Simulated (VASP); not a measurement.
# Zn16AsO15 (a cell with a defect) (zincite) in VASP: electric field gradients with PBE

Aim: the electric field gradients of Zn16AsO15 (a cell with a defect) (zincite) with PBE.

Everything below comes from runs of VASP 6.6.1. Logs are shortened: lines on timing, memory, paths and dates and some standing lists are left out, and cuts for length are marked.

## (1) The cell of the first run

The cell holds a defect, 32 atoms: a = 6.499 Å, b = 6.499 Å, c = 10.411 Å, α = 90.00°, β = 90.00°, γ = 120.00°.

## (2) Electric field gradients, PBE

INCAR

```
SYSTEM = Zn16AsO15
  ALGO = Normal
  EDIFF = 1E-8
  ENCUT = 520
  GGA = PE
  ISIF = 2
  ISMEAR = -1
  LASPH = .True.
  LCHARG = .False.
  LEFG = .True.
  LREAL = Auto
  LWAVE = .False.
  NBANDS = 166
  NELECT = 288.0
  NELM = 100
  PREC = Accurate
  SIGMA = 0.01
```

KPOINTS

```
k-points
0
Gamma
  3 3 2
  0 0 0
```

POSCAR

```
Zn16AsO15
1.0
    6.4986160000      0.0000000000      0.0000000000
   -3.2493080000      5.6279665454      0.0000000000
    0.0000000000      0.0000000000     10.4114180000
Zn As O
16 1 15
Direct
    0.1666666666      0.3333333334      0.2500000000
    0.1666666666      0.3333333334      0.7500000000
    0.1666666666      0.8333333334      0.2500000000
    0.1666666666      0.8333333334      0.7500000000
    0.6666666666      0.3333333334      0.2500000000
    0.6666666666      0.3333333334      0.7500000000
    0.6666666666      0.8333333334      0.2500000000
    0.6666666666      0.8333333334      0.7500000000
    0.3333333334      0.1666666666      0.0000000000
    0.3333333334      0.1666666666      0.5000000000
    0.3333333334      0.6666666666      0.0000000000
    0.3333333334      0.6666666666      0.5000000000
    0.8333333334      0.1666666666      0.0000000000
    0.8333333334      0.1666666666      0.5000000000
    0.8333333334      0.6666666666      0.0000000000
    0.8333333334      0.6666666666      0.5000000000
    0.3333333334      0.1666666666      0.1895050000
    0.3333333334      0.1666666666      0.6895050000
    0.3333333334      0.6666666666      0.1895050000
    0.3333333334      0.6666666666      0.6895050000
    0.8333333334      0.1666666666      0.1895050000
    0.8333333334      0.1666666666      0.6895050000
    0.8333333334      0.6666666666      0.1895050000
    0.8333333334      0.6666666666      0.6895050000
    0.1666666666      0.3333333334      0.4395050000
    0.1666666666      0.3333333334      0.9395050000
    0.1666666666      0.8333333334      0.4395050000
    0.1666666666      0.8333333334      0.9395050000
    0.6666666666      0.3333333334      0.4395050000
    0.6666666666      0.3333333334      0.9395050000
    0.6666666666      0.8333333334      0.4395050000
    0.6666666666      0.8333333334      0.9395050000
```

Potentials or basis: VASP PAW PBE potentials, release 64 (Zn, As, O).

On the command line:

```bash
$ cat potpaw_PBE.64/Zn/POTCAR potpaw_PBE.64/As/POTCAR potpaw_PBE.64/O/POTCAR > POTCAR
$ mpirun -np 1 vasp_std > vasp.out
```

OUTCAR:

```text
SYSTEM = Zn16AsO15
   EDIFF = 1E-8
   ENCUT = 520
   GGA = PE
   ISIF = 2
   ISMEAR = -1
   LASPH = .True.
   LREAL = Auto
   NELECT = 288.0
   NELM = 100
   PREC = Accurate

 ion  position               nearest neighbor table
   1  0.167  0.333  0.250-  25 1.97  19 1.98  21 1.98  17 1.98
   2  0.167  0.333  0.750-  26 1.97  20 1.98  22 1.98  18 1.98
   3  0.167  0.833  0.250-  27 1.97  17 1.98  23 1.98  19 1.98
   4  0.167  0.833  0.750-  28 1.97  18 1.98  24 1.98  20 1.98
   5  0.667  0.333  0.250-  29 1.97  23 1.98  17 1.98  21 1.98
   6  0.667  0.333  0.750-  30 1.97  24 1.98  18 1.98  22 1.98
[... 24 lines left out ...]
  31  0.667  0.833  0.440-   7 1.97  14 1.98  12 1.98  16 1.98
  32  0.667  0.833  0.940-   8 1.97  13 1.98  11 1.98  15 1.98

  LATTYP: Found a hexagonal cell.
 ALAT       =     6.4986160000
 C/A-ratio  =     1.6020977390

  Lattice vectors:

 A1 = (   6.4986160000,   0.0000000000,   0.0000000000)
 A2 = (  -3.2493080000,   5.6279665454,   0.0000000000)
 A3 = (   0.0000000000,   0.0000000000,  10.4114180000)

Analysis of symmetry for initial positions (statically):
=====================================================================
 Subroutine PRICEL returns:
 Original cell was already a primitive cell.

 Routine SETGRP: Setting up the symmetry group for a
 hexagonal supercell.

 Subroutine GETGRP returns: Found  6 space group operations
 (whereof  2 operations were pure point group operations)
 out of a pool of 24 trial point group operations.

The static configuration has the point symmetry C_1h.
 The point group associated with its full space group is C_3v.

Analysis of symmetry for dynamics (positions and initial velocities):
=====================================================================
 Subroutine PRICEL returns:
 Original cell was already a primitive cell.

 Routine SETGRP: Setting up the symmetry group for a
 hexagonal supercell.

 Subroutine GETGRP returns: Found  6 space group operations
 (whereof  2 operations were pure point group operations)
 out of a pool of 24 trial point group operations.

The dynamic configuration has the point symmetry C_1h.
 The point group associated with its full space group is C_3v.

 Subroutine INISYM returns: Found  6 space group operations
 (whereof  2 operations are pure point group operations),
 and found     1 'primitive' translations

----------------------------------------------------------------------------------------

                                     Primitive cell

  volume of cell :     380.7871

  direct lattice vectors                    reciprocal lattice vectors
     6.498616000  0.000000000  0.000000000     0.153878918  0.088842035  0.000000000
    -3.249308000  5.627966545  0.000000000     0.000000000  0.177684070  0.000000000
     0.000000000  0.000000000 10.411418000     0.000000000  0.000000000  0.096048396

  length of vectors
     6.498616000  6.498616000 10.411418000     0.177684070  0.177684070  0.096048396

  position of ions in fractional coordinates (direct lattice)
     0.166666667  0.333333333  0.250000000
     0.166666667  0.333333333  0.750000000
     0.166666667  0.833333333  0.250000000
     0.166666667  0.833333333  0.750000000
     0.666666667  0.333333333  0.250000000
     0.666666667  0.333333333  0.750000000
[... 24 lines left out ...]
     0.666666667  0.833333333  0.439505000
     0.666666667  0.833333333  0.939505000

  ion indices of the primitive-cell ions
   primitive index   ion index
                 1           1
                 2           2
                 3           3
                 4           4
                 5           5
                 6           6
[... 24 lines left out ...]
                31          31
                32          32

----------------------------------------------------------------------------------------

 KPOINTS: k-points

Automatic generation of k-mesh.
 Grid dimensions read from file:
 generate k-points for:    3    3    2

[... 49 lines left out ...]
   NFREE  =      0    steps in history (QN), initial steepest desc. (CG)
   ISIF   =      2    stress and relaxation
   ISYM   =      2    0-nonsym 1-usesym 2-fastsym
   POTIM  = 0.5000    time-step for ionic-motion
   TEBEG  =    0.0;   TEEND  =   0.0 temperature during run
   PSTRESS=    0.0 pullay stress
   NELECT =     288.0000    total number of electrons
   NUPDOWN=      -1.0000    fix difference up-down
   EMIN   =  10.00;   EMAX   =-10.00  energy-range for DOS
   EFERMI =   0.00;   METHOD = LEGACY
   ISMEAR =    -1;   SIGMA  =   0.01  broadening in eV -4-tet -1-fermi 0-gaus
   EFERMI_NEDOS =   21; number of points for ismear=-14 and -15
   IALGO  =     38    algorithm
   IMIX   =      4    mixing-type and parameters
     AMIX     =   0.40;   BMIX     =  1.00
     AMIX_MAG =   1.60;   BMIX_MAG =  1.00
  volume/ion in A,a.u.               =      11.90        80.30
  Fermi-wavevector in a.u.,A,eV,Ry     =   1.491574  2.818667 30.270160  2.224794
  Thomas-Fermi vector in A             =   2.604212
   LORBIT       =      0    0 simple, 1 ext, 2 COOP (PROOUT), +10 PAW based schemes
   GGA     = PE    functional components
   LHFCALC =     F    Hartree Fock is set to
   AEXX    =    0.0000 exact exchange contribution
   IVDW    =     0    specifies the selected vdW correction
   LEPSILON=     F    determine dielectric tensor
   LRPA    =     F    only Hartree local field effects (RPA)
 non-spin polarized calculation
  energy-cutoff  :      520.00
  volume of cell :      380.79
 maximum number of plane-waves:     10266
   NGX = 25   NGY = 25   NGZ = 39

 number of electron     288.0000130 magnetization

 Free energy of the ion-electron system (eV)
  ---------------------------------------------------
  ext. energy  EPLUGINS =         0.00000000
  ---------------------------------------------------
  free energy    TOTEN  =      -130.41238551 eV

  energy without entropy =     -130.40988624  energy(sigma->0) =     -130.41113588

 E-fermi :   2.9951     XC(G=0): -11.0759

 val. band max:        2.9841691802   @ k =   0.0000   0.0000   0.5000
 cond. band min:       3.7291187926   @ k =   0.0000   0.0000   0.5000
 fundamental gap:      0.7449496124
 Fermi energy:         2.9951263798

 k-point     1 :       0.0000    0.0000    0.0000
  band No.  band energies     occupation
      1     -16.6792      2.00000
      2     -16.2627      2.00000
      3     -16.2009      2.00000
      4     -16.0859      2.00000
      5     -16.0618      2.00000
      6     -16.0618      2.00000
[... 943 lines left out ...]
    155       8.5219      0.00000
    156       8.9399      0.00000
 [bands above 156 left out]

------------------------ aborting loop because EDIFF is reached ----------------------------------------

  FORCE on cell =-STRESS in cart. coord.  units (eV):
  Direction    XX          YY          ZZ          XY          YZ          ZX
  --------------------------------------------------------------------------------------
  -------------------------------------------------------------------------------------
  Total       46.0029473     46.0029473     50.9302736      0.0000000     -0.0000000      0.0000000
  in kB      193.5592691    193.5592691    214.2911947      0.0000000     -0.0000000      0.0000000
  external PRESSURE =     200.4699109 kB  Pullay stress =       0.0000000 kB

 VOLUME and BASIS-vectors are now :
 -----------------------------------------------------------------------------
  energy-cutoff  :      520.00
  volume of cell :      380.79
      direct lattice vectors                 reciprocal lattice vectors
     6.498616000  0.000000000  0.000000000     0.153878918  0.088842035  0.000000000
    -3.249308000  5.627966545  0.000000000     0.000000000  0.177684070  0.000000000
     0.000000000  0.000000000 10.411418000     0.000000000  0.000000000  0.096048396

 POSITION                                       TOTAL-FORCE (eV/Angst)
 -----------------------------------------------------------------------------------
     -0.00000      1.87599      2.60285        -4.987694      2.879647      1.687538
     -0.00000      1.87599      7.80856        -0.059189      0.034173      0.113960
     -1.62465      4.68997      2.60285        -0.000000     -5.759293      1.687538
     -1.62465      4.68997      7.80856        -0.000000     -0.068345      0.113960
      3.24931      1.87599      2.60285         4.987694      2.879647      1.687538
      3.24931      1.87599      7.80856         0.059189      0.034173      0.113960
[... 24 lines left out ...]
      1.62465      4.68997      4.57587        -0.000000     -0.000000      0.280703
      1.62465      4.68997      9.78158        -0.000000     -0.000000     -0.117033
 -----------------------------------------------------------------------------------
    total drift:                                0.000009     -0.000007     -0.113675

  FREE ENERGIE OF THE ION-ELECTRON SYSTEM (eV)
  ---------------------------------------------------
  free  energy   TOTEN  =      -130.4123855084 eV

  energy  without entropy=     -130.4098862445  energy(sigma->0) =     -130.41113588

 Electric field gradients (V/A^2)
---------------------------------------------------------------------
 ion       V_xx      V_yy      V_zz      V_xy      V_xz      V_yz
---------------------------------------------------------------------
   1     -45.402     9.291    36.112    47.366    31.892   -18.413
   2       2.383     2.336    -4.718    -0.041     0.973    -0.562
   3      36.639   -72.751    36.112    -0.001    -0.000    36.826
   4       2.314     2.404    -4.718    -0.001    -0.000     1.123
   5     -45.402     9.291    36.112   -47.368   -31.892   -18.413
   6       2.383     2.336    -4.718     0.038    -0.973    -0.562
[... 24 lines left out ...]
  31       1.594     1.590    -3.184    -0.004     0.000    -0.000
  32       0.372     0.368    -0.740    -0.004     0.000    -0.000
---------------------------------------------------------------------

 Electric field gradients after diagonalization (V/A^2)
 (convention: |V_zz| > |V_xx| > |V_yy|)
----------------------------------------------------------------------
 ion       V_xx      V_yy      V_zz     asymmetry (V_yy - V_xx)/ V_zz
----------------------------------------------------------------------
   1      47.399    36.637   -84.036       0.128
   2       2.579     2.312    -4.891       0.055
   3      47.399    36.639   -84.038       0.128
   4       2.577     2.314    -4.891       0.054
   5      47.399    36.639   -84.038       0.128
   6       2.577     2.314    -4.891       0.054
[... 24 lines left out ...]
  31       1.597     1.588    -3.184       0.003
  32       0.374     0.366    -0.740       0.012
----------------------------------------------------------------------

           NMR quadrupolar parameters

 Cq : quadrupolar parameter    Cq=e*Q*V_zz/h
 eta: asymmetry parameters     (V_yy - V_xx)/ V_zz
 Q  : nuclear electric quadrupole moment in mb (millibarn)
----------------------------------------------------------------------
 ion       Cq(MHz)       eta       Q (mb)
----------------------------------------------------------------------
   1      -0.203       0.128       1.000
   2      -0.012       0.055       1.000
   3      -0.203       0.128       1.000
   4      -0.012       0.054       1.000
   5      -0.203       0.128       1.000
   6      -0.012       0.054       1.000
[... 24 lines left out ...]
  31      -0.008       0.003       1.000
  32      -0.002       0.012       1.000
----------------------------------------------------------------------
```

It took 19 min on 1 thread of Intel Xeon Platinum 8259CL at 2.50GHz (Skylake/Cascade Lake), shared host; peak memory 0.59 GiB.

What came out:

```yaml
Free_energy: -130.4124 eV
Largest_force: 6.166 eV/Å
```

Forces in eV/Å, atoms in the order of the input:
```
Zn  -4.988  2.880  1.688
Zn  -0.059  0.034  0.114
Zn   0.000 -5.759  1.688
Zn   0.000 -0.068  0.114
Zn   4.988  2.880  1.688
Zn   0.059  0.034  0.114
Zn   0.000  0.000 -0.330
Zn   0.000  0.000  0.018
Zn   0.000  0.000 -6.166
Zn   0.000  0.000 -0.409
Zn  -0.088 -0.051  0.242
Zn  -0.087 -0.050 -0.233
Zn   0.000  0.101  0.242
Zn   0.000  0.101 -0.233
Zn   0.088 -0.051  0.242
Zn   0.087 -0.050 -0.233
As   0.000  0.000  0.575
O    0.000  0.000  0.069
O   -0.072 -0.041  0.098
O    0.068  0.039  0.077
O    0.000  0.083  0.098
O    0.000 -0.079  0.077
O    0.072 -0.041  0.098
O   -0.068  0.039  0.077
O   -0.417  0.241  0.897
O   -0.371  0.214 -0.856
O    0.000 -0.482  0.897
O    0.000 -0.429 -0.856
O    0.417  0.241  0.897
O    0.371  0.214 -0.856
O    0.000  0.000  0.281
O    0.000  0.000 -0.117
```

Levels at points of the mesh, in eV from the Fermi level:
```tsv
k point	band 141	band 142	band 143	band 144	band 145	band 146	band 147	band 148
(0.00, 0.00, 0.00)	-1.74	-0.83	-0.43	-0.01	-0.01	2.21	2.27	3.56
(0.00, 0.00, 0.50)	-1.74	-1.32	-0.01	-0.01	0.73	0.88	3.18	3.29
```

Electric field gradients, principal values (V/Å²):
| atom | least | middle | greatest (by size) |
| --- | --- | --- | --- |
| 1 Zn | 36.637 | 47.399 | -84.036 |
| 2 Zn | 2.312 | 2.579 | -4.891 |
| 3 Zn | 36.639 | 47.399 | -84.038 |
| 4 Zn | 2.314 | 2.577 | -4.891 |
| 5 Zn | 36.639 | 47.399 | -84.038 |
| 6 Zn | 2.314 | 2.577 | -4.891 |
| 7 Zn | -2.505 | -2.508 | 5.013 |
| 8 Zn | 0.440 | 0.443 | -0.883 |
| 9 Zn | 42.949 | 42.951 | -85.900 |
| 10 Zn | -1.274 | -1.277 | 2.551 |
| 11 Zn | 0.856 | 1.911 | -2.767 |
| 12 Zn | -1.364 | -3.226 | 4.590 |
| 13 Zn | 0.856 | 1.911 | -2.767 |
| 14 Zn | -1.364 | -3.226 | 4.590 |
| 15 Zn | 0.854 | 1.913 | -2.767 |
| 16 Zn | -1.362 | -3.228 | 4.590 |
| 17 As | -6.335 | -6.336 | 12.672 |
| 18 O | 1.956 | 1.964 | -3.920 |
| 19 O | 11.119 | 16.994 | -28.114 |
| 20 O | 2.278 | 2.994 | -5.272 |
| 21 O | 11.119 | 16.994 | -28.114 |
| 22 O | 2.278 | 2.994 | -5.272 |
| 23 O | 11.122 | 16.999 | -28.120 |
| 24 O | 2.272 | 3.000 | -5.272 |
| 25 O | 7.342 | 7.560 | -14.902 |
| 26 O | 6.755 | 7.491 | -14.247 |
| 27 O | 7.348 | 7.555 | -14.904 |
| 28 O | 6.762 | 7.487 | -14.249 |
| 29 O | 7.348 | 7.555 | -14.904 |
| 30 O | 6.762 | 7.487 | -14.249 |
| 31 O | 1.588 | 1.597 | -3.184 |
| 32 O | 0.366 | 0.374 | -0.740 |

Caveat: the k points lie up to 0.37 Å⁻¹ apart; the cell carries a net charge on a neutralising background, which shifts energy and pressure; the cell is charged against a uniform background, so pressure and absolute levels hang on convention; without QUAD_EFG the Cq values of the log hold for a quadrupole moment of 1 mb, not for the nuclei.
